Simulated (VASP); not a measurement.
# BaBe4Ag: relaxation of cell and atoms with PBE

BaBe4Ag:

```
CELL_PARAMETERS angstrom
0.00000 3.63105 3.63105
3.63105 0.00000 3.63105
3.63105 3.63105 0.00000
ATOMIC_POSITIONS crystal
Ba 0.00000 0.00000 0.00000
Be 0.16125 0.61292 0.61292
Be 0.61292 0.61292 0.61292
Be 0.61292 0.16125 0.61292
Be 0.61292 0.61292 0.16125
Ag 0.25000 0.25000 0.25000
```

```json
{
 "Program": "VASP 6.6.1",
 "Task": "relaxation of cell and atoms",
 "Functional": "PBE",
 "Potentials or basis": "VASP PAW PBE potentials, release 64 (Ba_sv, Be, Ag)",
 "Cutoff": "600 eV",
 "k mesh": "10 × 10 × 10",
 "Occupations": "gaussian, width 0.1 eV",
 "Spin": "no spin polarisation",
 "Dipole correction": "no",
 "Further INCAR settings": "ALGO = Fast; EDIFF = 1e-06; IBRION = 2; EDIFFG = -0.01; NSW = 100; ISIF = 3"
}
```

- Relaxed volume: 16.31 Å³/atom
- Relaxed cell: a = 5.173 Å, b = 5.173 Å, c = 5.173 Å, α = 60.00°, β = 60.00°, γ = 60.00°
- Space group after relaxing (to 0.1 Å): F-43m (No. 216)
- Energy gained by relaxing: 2.0 meV/atom
- Ionic steps: 5
- Pressure after relaxing: -0.1 GPa
- Largest force after relaxing: 0.007 eV/Å
- Band gap on the k mesh: zero (an odd number of electrons rules out a gap without spin polarisation)

Forces on the atoms (eV/Å):
```
Ba   0.000  0.000  0.000
Be  -0.004  0.004  0.004
Be  -0.004 -0.004 -0.004
Be   0.004 -0.004  0.004
Be   0.004  0.004 -0.004
Ag   0.000  0.000  0.000
```

Step by step:
```
step  energy change (eV)  largest force (eV/Å)  pressure (GPa)  volume (Å³)
   1              0.0000                0.1082            0.82        95.75
   2             -0.0056                0.1075            0.14        96.89
   3             -0.0067                0.1080           -0.37        97.80
   4             -0.0099                0.0714           -0.27        97.83
   5             -0.0122                0.0073           -0.08        97.88
```

Final structure:
```
Ba Be Ag
1.0
     0.00000    3.65777    3.65777
     3.65777    0.00000    3.65777
     3.65777    3.65777    0.00000
Ba Be Ag
1 4 1
Direct
  0.00000 0.00000 0.00000
  0.16900 0.61033 0.61033
  0.61033 0.61033 0.61033
  0.61033 0.16900 0.61033
  0.61033 0.61033 0.16900
  0.25000 0.25000 0.25000
```

Levels at points of the mesh, in eV from the Fermi level:
```tsv
k point	band 11	band 12	band 13	band 14	band 15	band 16	band 17	band 18
(0.00, 0.00, 0.00)	-2.82	-1.92	-1.92	-1.92	-0.05	-0.05	0.45	0.45
(0.50, 0.00, 0.00)	-4.69	-2.31	-2.22	-2.22	0.74	0.74	1.60	1.95
(0.50, 0.50, 0.00)	-3.78	-3.17	-1.71	-1.71	-0.97	0.61	2.09	2.44
```

It took 14 min on 1 thread of Intel Xeon 8259CL, with other jobs on the host, peak memory 0.35 GiB.

Caveat: spin-orbit coupling is left out, which moves the levels of the heavy elements.
